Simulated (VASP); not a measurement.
# MgO (Pm-3m) in VASP: notebook, part 2 of 2

VASP 6.6.1.

## (4) Single point, r2SCAN

POSCAR reads:

```
MgO
1.0
    2.6233490555      0.0000000000      0.0000000000
    0.0000000000      2.6233490555      0.0000000000
    0.0000000000      0.0000000000      2.6233490555
Mg O
1 1
Direct
    0.0000000000      0.0000000000      0.0000000000
    0.5000000000      0.5000000000      0.5000000000
```

INCAR.step1 reads:

```
SYSTEM = MgO
ALGO = Normal
EDIFF = 1E-4
ENCUT = 520
GGA = PE
ISMEAR = -1
LASPH = .True.
LCHARG = .False.
LREAL = .False.
LWAVE = .True.
NBANDS = 11
NELM = 60
PREC = Accurate
SIGMA = 0.02
```

INCAR.step2 reads:

```
SYSTEM = MgO
ALGO = Normal
EDIFF = 1E-6
ENCUT = 520
ISIF = 2
ISMEAR = -1
ISTART = 1
LASPH = .True.
LCHARG = .False.
LMIXTAU = .True.
LREAL = .False.
LWAVE = .False.
METAGGA = R2SCAN
NBANDS = 11
NELM = 60
PREC = Accurate
SIGMA = 0.02
```

KPOINTS reads:

```
k-points
0
Gamma
  8 8 8
  0 0 0
```

Potentials or basis: VASP PAW PBE potentials, release 64 (Mg, O).

The run is started by

```console
$ cat potpaw_PBE.64/Mg/POTCAR potpaw_PBE.64/O/POTCAR > POTCAR
$ cp INCAR.step1 INCAR
$ mpirun -np 1 vasp_std > vasp.out
$ cp INCAR.step2 INCAR
$ mpirun -np 1 vasp_std > vasp.out
```

OUTCAR:

```text
SYSTEM = MgO
   EDIFF = 1E-6
   ENCUT = 520
   ISIF = 2
   ISMEAR = -1
   ISTART = 1
   LASPH = .True.
   LREAL = .False.
   METAGGA = R2SCAN
   NELM = 60
   PREC = Accurate

 ion  position               nearest neighbor table
   1  0.000  0.000  0.000-   2 2.27   2 2.27   2 2.27   2 2.27   2 2.27   2 2.27   2 2.27   2 2.27

   2  0.500  0.500  0.500-   1 2.27   1 2.27   1 2.27   1 2.27   1 2.27   1 2.27   1 2.27   1 2.27

  LATTYP: Found a simple cubic cell.
 ALAT       =     2.6233490555

  Lattice vectors:

 A1 = (   2.6233490555,   0.0000000000,   0.0000000000)
 A2 = (   0.0000000000,   2.6233490555,   0.0000000000)
 A3 = (   0.0000000000,   0.0000000000,   2.6233490555)

Analysis of symmetry for initial positions (statically):
=====================================================================
 Subroutine PRICEL returns:
 Original cell was already a primitive cell.

 Routine SETGRP: Setting up the symmetry group for a
 simple cubic supercell.

 Subroutine GETGRP returns: Found 48 space group operations
 (whereof 48 operations were pure point group operations)
 out of a pool of 48 trial point group operations.

The static configuration has the point symmetry O_h .

Analysis of symmetry for dynamics (positions and initial velocities):
=====================================================================
 Subroutine PRICEL returns:
 Original cell was already a primitive cell.

 Routine SETGRP: Setting up the symmetry group for a
 simple cubic supercell.

 Subroutine GETGRP returns: Found 48 space group operations
 (whereof 48 operations were pure point group operations)
 out of a pool of 48 trial point group operations.

The dynamic configuration has the point symmetry O_h .

 Subroutine INISYM returns: Found 48 space group operations
 (whereof 48 operations are pure point group operations),
 and found     1 'primitive' translations

----------------------------------------------------------------------------------------

                                     Primitive cell

  volume of cell :      18.0538
[... 112 lines left out ...]
  Thomas-Fermi vector in A             =   2.382200
   LORBIT       =      0    0 simple, 1 ext, 2 COOP (PROOUT), +10 PAW based schemes
   METAGGA = R2SCAN    functional components
   LHFCALC =     F    Hartree Fock is set to
   AEXX    =    0.0000 exact exchange contribution
   IVDW    =     0    specifies the selected vdW correction
   LEPSILON=     F    determine dielectric tensor
   LRPA    =     F    only Hartree local field effects (RPA)
 non-spin polarized calculation
  energy-cutoff  :      520.00
  volume of cell :       18.05
 maximum number of plane-waves:       500
 NGX is ok and might be reduce to    20
   NGX =  9   NGY =  9   NGZ =  9

 number of electron       7.9999999 magnetization

 Free energy of the ion-electron system (eV)
  ---------------------------------------------------
  ext. energy  EPLUGINS =         0.00000000
  ---------------------------------------------------
  free energy    TOTEN  =       -14.52743552 eV

  energy without entropy =      -14.52743552  energy(sigma->0) =      -14.52743552

 E-fermi :   5.2760     XC(G=0): -11.8833

 val. band max:        4.8169607872   @ k =   0.5000   0.5000   0.0000
 cond. band min:       8.2680987916   @ k =   0.0000   0.0000   0.0000
 fundamental gap:      3.4511380044
 Fermi energy:         5.2759835560

 k-point     1 :       0.0000    0.0000    0.0000
  band No.  band energies     occupation
      1     -14.7657      2.00000
      2       3.7584      2.00000
      3       3.7584      2.00000
      4       3.7584      2.00000
      5       8.2681      0.00000
      6      16.2787      0.00000
      7      16.2787      0.00000
      8      26.7070      0.00000
      9      26.7070      0.00000
     10      26.7070      0.00000
     11      33.8522      0.00000
[... 309 lines left out ...]
 k-point    24 :       0.5000    0.3750    0.1250
  band No.  band energies     occupation
      1     -12.6972      2.00000
      2      -0.2019      2.00000
      3       0.6159      2.00000
      4       4.0468      2.00000
      5      11.7279      0.00000
      6      16.7158      0.00000
      7      17.2231      0.00000
      8      21.0867      0.00000
      9      24.9394      0.00000
     10      25.3621      0.00000
     11      29.8958      0.00000

 [... further k-points ...]
[... 5 lines left out ...]
  --------------------------------------------------------------------------------------
  -------------------------------------------------------------------------------------
  Total       -0.1340204     -0.1340204     -0.1340204      0.0000000     -0.0000000      0.0000000
  in kB      -11.8935973    -11.8935973    -11.8935973      0.0000000     -0.0000000      0.0000000
  external PRESSURE =     -11.8935973 kB  Pullay stress =       0.0000000 kB

 VOLUME and BASIS-vectors are now :
 -----------------------------------------------------------------------------
  energy-cutoff  :      520.00
  volume of cell :       18.05
      direct lattice vectors                 reciprocal lattice vectors
     2.623349055  0.000000000  0.000000000     0.381192125  0.000000000  0.000000000
     0.000000000  2.623349055  0.000000000     0.000000000  0.381192125  0.000000000
     0.000000000  0.000000000  2.623349055     0.000000000  0.000000000  0.381192125

 POSITION                                       TOTAL-FORCE (eV/Angst)
 -----------------------------------------------------------------------------------
      0.00000      0.00000      0.00000         0.000000      0.000000      0.000000
      1.31167      1.31167      1.31167         0.000000      0.000000      0.000000
 -----------------------------------------------------------------------------------
    total drift:                                0.000000      0.000000      0.000000

  FREE ENERGIE OF THE ION-ELECTRON SYSTEM (eV)
  ---------------------------------------------------
  free  energy   TOTEN  =       -14.5274355248 eV

  energy  without entropy=      -14.5274355248  energy(sigma->0) =      -14.52743552
```

OSZICAR.step1:

```text
N       E                     dE             d eps       ncg     rms          rms(c)
DAV:   1     0.135380759458E+02    0.13538E+02   -0.44741E+03   882   0.640E+02
DAV:   2    -0.115382570968E+02   -0.25076E+02   -0.23959E+02   889   0.131E+02
DAV:   3    -0.120381080243E+02   -0.49985E+00   -0.49956E+00   911   0.159E+01
DAV:   4    -0.120390784725E+02   -0.97045E-03   -0.97044E-03   815   0.792E-01
DAV:   5    -0.120390813497E+02   -0.28772E-05   -0.28772E-05   856   0.421E-02    0.705E+00
DAV:   6    -0.104543844844E+02    0.15847E+01   -0.84401E+00   776   0.159E+01    0.218E+00
DAV:   7    -0.104152100613E+02    0.39174E-01   -0.64656E-02   821   0.219E+00    0.131E+00
DAV:   8    -0.103891627977E+02    0.26047E-01   -0.37617E-02   819   0.197E+00    0.236E-01
DAV:   9    -0.103888907514E+02    0.27205E-03   -0.32491E-04   817   0.135E-01    0.152E-01
DAV:  10    -0.103888059164E+02    0.84835E-04   -0.30189E-04   740   0.148E-01
   1 F= -.10388806E+02 E0= -.10388806E+02  d E =-.293759E-12
```

Run time: 47 s. Hardware: 1 thread of Intel Xeon 8259CL, shared host; peak memory 0.13 GiB.

Results:

```yaml
Free_energy: -14.5274 eV
Pressure: -1.2 GPa
Band_gap_on_the_k_mesh: 3.45 eV, indirect (least direct gap 4.51 eV)
```

Levels at points of the mesh, in eV from the valence-band top:
```
           k point  band 2  band 3  band 4  band 5  band 6  band 7
(0.00, 0.00, 0.00)   -1.06   -1.06   -1.06    3.45   11.46   11.46
(0.50, 0.00, 0.00)   -6.61   -0.59   -0.59    8.01   10.63   15.80
(0.50, 0.50, 0.00)   -4.85   -4.85    0.00    5.88   13.46   13.46
(0.50, 0.50, 0.50)   -3.79   -3.79   -3.79    8.41    8.41    8.41
```

Caveat: the PAW data sets were made with another functional, which shifts forces and pressure a little.

## (5) Single point, r2SCAN

POSCAR is that of step 4.

INCAR.step1 reads:

```
  PREC = Accurate
  ENCUT = 520
  ISMEAR = 0
  SIGMA = 0.01
  LREAL = F
  LASPH = T
  NELM = 80
  NBANDS = 11
  GGA = PE
  ALGO = Normal
  EDIFF = 1E-4
  LWAVE = T
  LCHARG = F
```

INCAR.step2 reads:

```
  PREC = Accurate
  ENCUT = 520
  EDIFF = 1E-6
  ISMEAR = 0
  SIGMA = 0.01
  LREAL = F
  LASPH = T
  NELM = 80
  ALGO = Normal
  ISIF = 2
  LWAVE = F
  LCHARG = F
  METAGGA = R2SCAN
  LMIXTAU = T
  NBANDS = 11
  ISTART = 1
```

KPOINTS reads:

```
regular mesh
0
Gamma
  10 10 10
```

The run is started by

```console
$ cat potpaw_PBE.64/Mg/POTCAR potpaw_PBE.64/O/POTCAR > POTCAR
$ cp INCAR.step1 INCAR
$ mpirun -np 1 vasp_std > vasp.out
$ cp INCAR.step2 INCAR
$ mpirun -np 1 vasp_std > vasp.out
```

Run time: 63 s. Hardware: 1 thread of Intel Xeon 8259CL, shared host; peak memory 0.13 GiB.

The run converged. Its results:

* Free energy: -14.5276 eV
* Pressure: -1.2 GPa
* Band gap on the k mesh: 3.45 eV, indirect (least direct gap 4.51 eV)

Levels at points of the mesh, in eV from the valence-band top:
```
           k point  band 1  band 2  band 3  band 4  band 5  band 6  band 7  band 8  band 9
(0.00, 0.00, 0.00)  -19.58   -1.06   -1.06   -1.06    3.45   11.46   11.46   21.89   21.89
(0.50, 0.00, 0.00)  -18.37   -6.61   -0.59   -0.59    8.01   10.63   15.81   18.55   19.26
(0.50, 0.50, 0.00)  -17.48   -4.85   -4.85    0.00    5.88   13.46   13.46   14.45   20.50
(0.50, 0.50, 0.50)  -16.61   -3.79   -3.79   -3.79    8.41    8.41    8.41   17.93   20.41
```

Caveat: the PAW data sets were made with another functional, which shifts forces and pressure a little. A k mesh can miss the band edges.

## (6) Overview

```tsv
level	potentials or basis	k mesh	smearing	gap on the mesh (eV)	pressure (GPa)
PBE	VASP PAW PBE potentials, release 64 (Mg, O)	10 × 10 × 10	fermi-dirac 0.02 eV	2.62	5.5
LDA	VASP PAW LDA potentials, release 64 (Mg, O)	10 × 10 × 10	gaussian 0.01 eV	2.57	-6.8
r2SCAN	VASP PAW PBE potentials, release 64 (Mg, O)	8 × 8 × 8	fermi-dirac 0.02 eV	3.45	-1.2
r2SCAN	VASP PAW PBE potentials, release 64 (Mg, O)	10 × 10 × 10	gaussian 0.01 eV	3.45	-1.2
```

Alike in all rows: task single point; no spin polarisation; cell a = 2.623 Å, 2 atoms; cutoff (eV) 520.

Caveats: the PAW data sets were made with another functional, which shifts forces and pressure a little (some runs).

Total energies depend on the potentials used, so only differences within one code and one set of settings carry meaning.
